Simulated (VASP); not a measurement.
# Al2Cu in VASP: a series of runs

Runs on Al2Cu. Level: PBEsol. Tasks: single point.

Program: VASP 6.6.1. These are calculated values, not measurements. Logs are shortened: lines on timing, memory, paths and dates and some standing lists are left out, and cuts for length are marked.

### 1 The cell of the first run

The cell holds an amorphous packing of atoms, 9 atoms: a = 6.244 Å, b = 4.655 Å, c = 4.689 Å, α = 100.48°, β = 93.14°, γ = 73.75°.

### 2 Single point, PBEsol

INCAR

```
ALGO = Normal
EDIFF = 1E-6
ENCUT = 520
GGA = PS
ISIF = 2
ISMEAR = 0
ISYM = 0
LASPH = T
LCHARG = T
LELF = T
LREAL = F
LVHAR = T
LWAVE = F
NBANDS = 36
NELM = 100
PREC = Accurate
SIGMA = 0.1
```

KPOINTS

```
Automatic mesh
0
Gamma
  2 3 3
  0.5 0 0
```

POSCAR

```
Al2Cu
1.0
    6.1981574330      0.7404748816     -0.1638541789
    0.7542479628      4.5707411615     -0.4526159893
   -0.0882961205     -0.3914211332      4.6713487940
Al Cu
6 3
Direct
    0.4284685611      0.5781389876      0.6096237532
    0.1886826273      1.1487608553      0.5327189823
    0.6553761275      0.0536615750     -0.2393131467
    0.5337510915      0.8073971341      0.1734993075
    0.9617038112      0.6732643504      0.3816735897
    0.0833624836      0.9194692579      0.9688358226
    0.3085460590      0.3634546706      0.0711329305
    0.8559654318      0.4864259768      0.8408484601
    0.7611916965      0.2404387777      0.3015000656
```

Potentials or basis: VASP PAW PBE potentials, release 64 (Al, Cu).

Run with:

```
cat potpaw_PBE.64/Al/POTCAR potpaw_PBE.64/Cu/POTCAR > POTCAR
mpirun -np 1 vasp_std > vasp.out
```

OUTCAR:

```text
EDIFF = 1E-6
   ENCUT = 520
   GGA = PS
   ISIF = 2
   ISMEAR = 0
   ISYM = 0
   LASPH = T
   LREAL = F
   NELM = 100
   PREC = Accurate

 ion  position               nearest neighbor table
   1  0.428  0.578  0.610-   9 2.56   3 2.66   4 2.66   7 2.69   2 2.74   6 2.74   7 2.76   8 2.77
                             2 2.78   4 2.78   3 2.91   5 2.99
   2  0.189  0.149  0.533-   8 2.56   5 2.66   6 2.66   7 2.69   1 2.74   4 2.74   7 2.76   9 2.77
                             1 2.78   6 2.78   5 2.91   3 2.99
   3  0.655  0.054  0.761-   7 2.59   8 2.62   9 2.64   9 2.64   1 2.66   4 2.66   8 2.67   5 2.70
                             6 2.74   1 2.91   4 2.93   2 2.99
   4  0.534  0.807  0.173-   8 2.55   1 2.66   3 2.66   7 2.69   5 2.74   9 2.74   2 2.74   7 2.77
                             9 2.78   1 2.78   6 2.86   3 2.93
   5  0.962  0.673  0.382-   7 2.59   9 2.62   8 2.64   8 2.64   2 2.66   6 2.66   9 2.67   3 2.70
                             4 2.74   2 2.91   6 2.93   1 2.99
   6  0.083  0.919  0.969-   9 2.55   2 2.66   5 2.66   7 2.69   3 2.74   8 2.74   1 2.74   7 2.77
                             8 2.78   2 2.78   4 2.86   5 2.93
   7  0.309  0.363  0.071-   3 2.59   5 2.59   2 2.69   1 2.69   6 2.69   4 2.69   1 2.76   2 2.76
                             4 2.77   6 2.77
   8  0.856  0.486  0.841-   4 2.55   2 2.56   3 2.62   5 2.64   5 2.64   3 2.67   9 2.69   6 2.74
                             1 2.77   6 2.78   9 2.78
   9  0.761  0.240  0.302-   6 2.55   1 2.56   5 2.62   3 2.64   3 2.64   5 2.67   8 2.69   4 2.74
                             2 2.77   4 2.78   8 2.78

IMPORTANT INFORMATION: All symmetrisations will be switched off!
NOSYMM: (Re-)initialisation of all symmetry stuff for point group C_1.

----------------------------------------------------------------------------------------

                                     Primitive cell

  volume of cell :     128.6449

  direct lattice vectors                    reciprocal lattice vectors
     6.198157433  0.740474882 -0.163854179     0.164595410 -0.027077565  0.000842242
     0.754247963  4.570741161 -0.452615989    -0.026389542  0.224954769  0.018350579
    -0.088296121 -0.391421133  4.671348794     0.003216484  0.020846517  0.215878500

  length of vectors
     6.244382020  4.654613409  4.688550550     0.166809930  0.227239521  0.216906546

  position of ions in fractional coordinates (direct lattice)
     0.428468561  0.578138988  0.609623753
     0.188682627  0.148760855  0.532718982
     0.655376127  0.053661575  0.760686853
     0.533751092  0.807397134  0.173499308
     0.961703811  0.673264350  0.381673590
[... 81 lines left out ...]
   TEBEG  =    0.0;   TEEND  =   0.0 temperature during run
   PSTRESS=    0.0 pullay stress
   NELECT =      51.0000    total number of electrons
   NUPDOWN=      -1.0000    fix difference up-down
   EMIN   =  10.00;   EMAX   =-10.00  energy-range for DOS
   EFERMI =   0.00;   METHOD = LEGACY
   ISMEAR =     0;   SIGMA  =   0.10  broadening in eV -4-tet -1-fermi 0-gaus
   EFERMI_NEDOS =   21; number of points for ismear=-14 and -15
   IALGO  =     38    algorithm
   IMIX   =      4    mixing-type and parameters
     AMIX     =   0.40;   BMIX     =  1.00
     AMIX_MAG =   1.60;   BMIX_MAG =  1.00
  volume/ion in A,a.u.               =      14.29        96.46
  Fermi-wavevector in a.u.,A,eV,Ry     =   1.202635  2.272652 19.678543  1.446332
  Thomas-Fermi vector in A             =   2.338411
   LORBIT       =      0    0 simple, 1 ext, 2 COOP (PROOUT), +10 PAW based schemes
   GGA     = PS    functional components
   LHFCALC =     F    Hartree Fock is set to
   AEXX    =    0.0000 exact exchange contribution
   IVDW    =     0    specifies the selected vdW correction
   LEPSILON=     F    determine dielectric tensor
   LRPA    =     F    only Hartree local field effects (RPA)
 non-spin polarized calculation
 Gauss-broadening in eV      SIGMA  =   0.10
  energy-cutoff  :      520.00
  volume of cell :      128.64
 maximum number of plane-waves:      3468
 NGX is ok and might be reduce to    48
   NGX = 23   NGY = 17   NGZ = 17

 number of electron      51.0000011 magnetization

 Free energy of the ion-electron system (eV)
  ---------------------------------------------------
  ext. energy  EPLUGINS =         0.00000000
  ---------------------------------------------------
  free energy    TOTEN  =       -38.69230154 eV

  energy without entropy =      -38.68568482  energy(sigma->0) =      -38.68899318

 E-fermi :   8.6795     XC(G=0): -11.1454

 val. band max:        8.3846920634   @ k =  -0.2500  -0.0000   0.3333
 cond. band min:       8.6808381237   @ k =  -0.2500   0.3333   0.0000
 fundamental gap:      0.2961460603
 Fermi energy:         8.6795284533

 k-point     1 :       0.2500   -0.0000    0.0000
  band No.  band energies     occupation
      1      -2.5052      2.00000
      2      -0.4718      2.00000
      3       2.8769      2.00000
      4       2.9652      2.00000
      5       3.3700      2.00000
      6       3.7613      2.00000
[... 340 lines left out ...]
     35      14.4635      0.00000
     36      15.0628      0.00000

------------------------ aborting loop because EDIFF is reached ----------------------------------------

  FORCE on cell =-STRESS in cart. coord.  units (eV):
  Direction    XX          YY          ZZ          XY          YZ          ZX
  --------------------------------------------------------------------------------------
  -------------------------------------------------------------------------------------
  Total        0.1824651      0.2387666      0.3442596     -0.0750645     -0.0544914      0.0132725
  in kB        2.2724682      2.9736611      4.2874984     -0.9348728     -0.6786499      0.1652989
  external PRESSURE =       3.1778759 kB  Pullay stress =       0.0000000 kB

 VOLUME and BASIS-vectors are now :
 -----------------------------------------------------------------------------
  energy-cutoff  :      520.00
  volume of cell :      128.64
      direct lattice vectors                 reciprocal lattice vectors
     6.198157433  0.740474882 -0.163854179     0.164595410 -0.027077565  0.000842242
     0.754247963  4.570741161 -0.452615989    -0.026389542  0.224954769  0.018350579
    -0.088296121 -0.391421133  4.671348794     0.003216484  0.020846517  0.215878500

 POSITION                                       TOTAL-FORCE (eV/Angst)
 -----------------------------------------------------------------------------------
      3.03795      2.72117      2.51588        -0.007446      0.001657      0.009585
      1.23465      0.61114      2.39027         0.006596     -0.001336     -0.010040
      4.03543      0.43281      3.42176        -0.007363     -0.007216     -0.002795
      3.90193      4.01772      0.35758        -0.005787      0.001485     -0.000183
      6.43490      3.64004      1.32062         0.008872      0.006847      0.002919
      1.12466      3.88516      4.09594         0.005988     -0.000858     -0.000357
      2.18027      1.86188      0.11722         0.000276     -0.000167      0.001472
      5.59805      2.52802      3.56748         0.001667      0.001135      0.002882
      4.87272      1.54461      1.17486        -0.002802     -0.001546     -0.003483
 -----------------------------------------------------------------------------------
    total drift:                               -0.000228     -0.001250     -0.000089

  FREE ENERGIE OF THE ION-ELECTRON SYSTEM (eV)
  ---------------------------------------------------
  free  energy   TOTEN  =       -38.6923015441 eV

  energy  without entropy=      -38.6856848220  energy(sigma->0) =      -38.68899318
```

OSZICAR:

```text
N       E                     dE             d eps       ncg     rms          rms(c)
DAV:   1     0.324715162008E+03    0.32472E+03   -0.19727E+04   648   0.158E+03
DAV:   2    -0.192461455806E+02   -0.34396E+03   -0.32920E+03   648   0.332E+02
DAV:   3    -0.453604995688E+02   -0.26114E+02   -0.24292E+02   820   0.116E+02
DAV:   4    -0.463807441423E+02   -0.10202E+01   -0.10087E+01  1032   0.237E+01
DAV:   5    -0.463899259073E+02   -0.91818E-02   -0.91779E-02  1024   0.290E+00    0.278E+01
DAV:   6    -0.568089738384E+02   -0.10419E+02   -0.20002E+02   796   0.315E+02    0.243E+01
DAV:   7    -0.399854539853E+02    0.16824E+02   -0.54094E+01   856   0.127E+02    0.745E+00
DAV:   8    -0.387184211495E+02    0.12670E+01   -0.57507E+00   984   0.463E+01    0.136E+00
DAV:   9    -0.387024251380E+02    0.15996E-01   -0.58353E-01  1016   0.134E+01    0.951E-01
DAV:  10    -0.387012948375E+02    0.11303E-02   -0.63781E-02   880   0.103E+01    0.862E-01
DAV:  11    -0.387052774516E+02   -0.39826E-02   -0.15078E-02   996   0.208E+00    0.916E-01
DAV:  12    -0.386922135385E+02    0.13064E-01   -0.50993E-02   912   0.568E+00    0.145E-01
DAV:  13    -0.386925518105E+02   -0.33827E-03   -0.55890E-03  1004   0.120E+00    0.127E-01
DAV:  14    -0.386924506682E+02    0.10114E-03   -0.23104E-04  1016   0.404E-01    0.100E-01
DAV:  15    -0.386923410928E+02    0.10958E-03   -0.14680E-04  1008   0.254E-01    0.511E-02
DAV:  16    -0.386923014503E+02    0.39643E-04   -0.10237E-04  1008   0.240E-01    0.860E-03
DAV:  17    -0.386923015559E+02   -0.10560E-06   -0.17799E-05   960   0.555E-02    0.355E-03
DAV:  18    -0.386923015441E+02    0.11798E-07   -0.44849E-07   400   0.226E-02
   1 F= -.38692302E+02 E0= -.38688993E+02  d E =-.661672E-02
```

It took 28 s on 1 thread of Intel Xeon 6975P-C (Granite Rapids), shared host; peak memory 0.24 GiB.

What came out:

- Free energy: -38.6923 eV
- Pressure: 0.3 GPa
- Largest force: 0.012 eV/Å

Forces on the atoms (eV/Å):
```
Al  -0.007  0.002  0.010
Al   0.007 -0.001 -0.010
Al  -0.007 -0.007 -0.003
Al  -0.006  0.001  0.000
Al   0.009  0.007  0.003
Al   0.006 -0.001  0.000
Cu   0.000  0.000  0.001
Cu   0.002  0.001  0.003
Cu  -0.003 -0.002 -0.003
```

Levels at points of the mesh, in eV from the Fermi level:
```tsv
k point	band 23	band 24	band 25	band 26	band 27	band 28
(0.25, 0.00, 0.00)	-2.02	-1.34	-1.02	-0.62	0.34	0.89
```

Caveat: the k points lie up to 0.52 Å⁻¹ apart; the PAW data sets were made with another functional, which shifts forces and pressure a little.

(Part 1 of 2 ends here.)
